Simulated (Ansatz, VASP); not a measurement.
MnSi in VASP and in Ansatz

INCAR

```
  ALGO = Normal
  EDIFF = 1E-6
  EDIFFG = -0.04
  ENCUT = 600
  GGA = PE
  IBRION = 2
  ISIF = 3
  ISMEAR = 0
  ISPIN = 2
  LASPH = True
  LCHARG = False
  LMAXMIX = 4
  LORBIT = 11
  LREAL = False
  LWAVE = False
  MAGMOM = 4 4 4 4 0 0 0 0
  NELM = 150
  NSW = 90
  PREC = Accurate
  SIGMA = 0.1
```

KPOINTS

```
k-points
0
Gamma
  4 4 4
```

File POSCAR:

```
MnSi
1.0
    4.5561299300      0.0000000000      0.0000000000
    0.0000000000      4.5561299300      0.0000000000
    0.0000000000      0.0000000000      4.5561299300
Mn Si
4 4
Direct
    0.1383000000      0.1383000000      0.1383000000
    0.3617000000      0.8617000000      0.6383000000
    0.6383000000      0.3617000000      0.8617000000
    0.8617000000      0.6383000000      0.3617000000
    0.8460999700      0.8460999700      0.8460999700
    0.6539000300      0.1539000300      0.3460999700
    0.3460999700      0.6539000300      0.1539000300
    0.1539000300      0.3460999700      0.6539000300
```

Input for Ansatz:

```yaml
crystal:
  lattice:
    - [4.55612993, 0.0, 0.0]
    - [0.0, 4.55612993, 0.0]
    - [0.0, 0.0, 4.55612993]
  atoms:
    - { symbol: Mn, position: [0.1383, 0.1383, 0.1383], spin: 4.0 }
    - { symbol: Mn, position: [0.3617, 0.8617, 0.6383], spin: 4.0 }
    - { symbol: Mn, position: [0.6383, 0.3617, 0.8617], spin: 4.0 }
    - { symbol: Mn, position: [0.8617, 0.6383, 0.3617], spin: 4.0 }
    - { symbol: Si, position: [0.84609997, 0.84609997, 0.84609997] }
    - { symbol: Si, position: [0.65390003, 0.15390003, 0.34609997] }
    - { symbol: Si, position: [0.34609997, 0.65390003, 0.15390003] }
    - { symbol: Si, position: [0.15390003, 0.34609997, 0.65390003] }
basis:
  ecutwfc: 420
kpoints:
  mp_grid: { grid: [4, 4, 4] }
hamiltonian:
  xc: pbe
scf:
  occupations: { method: gaussian, width: 0.1 }
  lower_state_search: "off"
output:
  forces: true
  stress: true
  eigenvalues: true
  populations: true
magnetization:
  spin_polarized: true
relax:
  adjacent_minimum: "off"
  f_tol: 0.04
  max_steps: 70
  cell: { stress_tol: 0.4 }
```

Alike in both runs: task relaxation of cell and atoms; functional PBE; k mesh 4 × 4 × 4; occupations gaussian, width 0.1 eV; collinear spin.

|  | VASP | Ansatz |
| --- | --- | --- |
| version | VASP 6.6.1 | Ansatz 0.2.0 |
| potentials or method | VASP PAW PBE potentials, release 64 (Mn_pv, Si), cutoff 600 eV | scalar-relativistic, plane waves, PAW |
| valence electrons in the cell | 68 | 76 |

Ansatz gave:

| Quantity | Value |
| --- | --- |
| gap on the k mesh at the Fermi level, each at its own relaxed structure (eV) | none |
| net moment per atom (μB) | 0.50 |
| size of the moment on the site where the two differ most (μB) | 1.00 |
| relaxed volume (Å³/atom) | 11.52 |
| relaxed cell length with the largest relative difference (Å) | 4.517 |

Problem. Which values does VASP return?

Solution. gap on the k mesh at the Fermi level, each at its own relaxed structure (eV): none; net moment per atom (μB): 0.50; size of the moment on the site where the two differ most (μB): 1.05; relaxed volume (Å³/atom): 11.51; relaxed cell length with the largest relative difference (Å): 4.516.

Site moments also hang on the region over which each program counts them. A gap of «none» marks a metal or a gap that the smearing closes. VASP's potentials hold 68 valence electrons a cell and Ansatz's 76, so a difference there can come from the potentials and not from the codes.
